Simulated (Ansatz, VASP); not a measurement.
One calculation of WS2, two programs

```
W S
1.0
     3.15421    0.00000    0.00000
    -1.57710    2.73162    0.00000
     0.00000    0.00000   12.13991
W S
2 4
Cartesian
  0.0000 1.8211 3.0350
  1.5771 0.9105 9.1049
  0.0000 1.8211 7.5302
  1.5771 0.9105 1.4603
  0.0000 1.8211 10.6796
  1.5771 0.9105 4.6097
```

Alike in both runs: functional PBE; dispersion D3(BJ); k mesh 12 × 12 × 4; occupations gaussian, width 0.02 eV; no spin polarisation.

Ansatz relaxed the structure, and its values are those at the end. VASP's run is a single point on that final structure, the one shown.

```csv
,VASP,Ansatz
version,VASP 6.6.1,Ansatz 0.2.0
potentials or method,"VASP PAW PBE potentials, release 64 (W_sv, S), cutoff 520 eV","scalar-relativistic, plane waves, PAW"
valence electrons in the cell,52,52
```

Ansatz gave:

* gap on the k mesh at the Fermi level (eV): 0.89
* least direct gap on the mesh (eV): 1.83
* pressure (GPa): 0.0

Problem. Estimate VASP's values.

Solution. gap on the k mesh at the Fermi level (eV): 0.91; least direct gap on the mesh (eV): 1.83; pressure (GPa): 0.0.

Neither program's run includes spin-orbit coupling.
